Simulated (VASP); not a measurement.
A run of VASP 6.6.1:

Contents of INCAR:

```
PREC     = Accurate       # precision mode
ENCUT    = 520            # plane-wave cutoff, eV
EDIFF    = 1E-6           # SCF threshold, eV
ISMEAR   = 0              # smearing method
SIGMA    = 0.15           # smearing width, eV
LREAL    = False          # projectors in reciprocal space
LASPH    = True           # aspherical terms in the spheres
NELM     = 100            # most SCF steps
ALGO     = Fast           # electronic algorithm
ISIF     = 2              # what is computed and relaxed
LWAVE    = False          # write WAVECAR
LCHARG   = False          # write CHGCAR
NBANDS   = 23             # bands
```

Contents of KPOINTS:

```
regular mesh
0
Gamma
  16 16 16
```

POSCAR

```
TiAl
1.0
   -2.8120068102      0.0000000000      0.0000000000
    0.0000000000      4.8705386665      0.0000000000
    1.4060034051     -2.4352693333     -4.5900455634
Ti Al
2 2
Direct
    0.4869939662      0.5040325328      0.0080650657
   -0.0210710995     -0.0040325328     -0.0080650657
    0.7802275228      0.0601326141      0.5000000000
    0.2802275228      0.6065340525      0.5000000000
```

Potentials or basis: VASP PAW LDA potentials, release 64 (Ti_sv, Al).

The run is started by

```sh
$ cat potpaw_LDA.64/Ti_sv/POTCAR potpaw_LDA.64/Al/POTCAR > POTCAR
$ mpirun -np 1 vasp_std > vasp.out
```

Hardware: 1 thread of Oxide Virtual Turin-like Processor, with other jobs on the host.

**Question.** How long does it take, and how much memory?

**Answer.** Run time: 110 min on 1 thread of Oxide Virtual Turin-like Processor (shared host), peak memory 1.2 GiB. Counts: scf iterations 30, k points 1098.
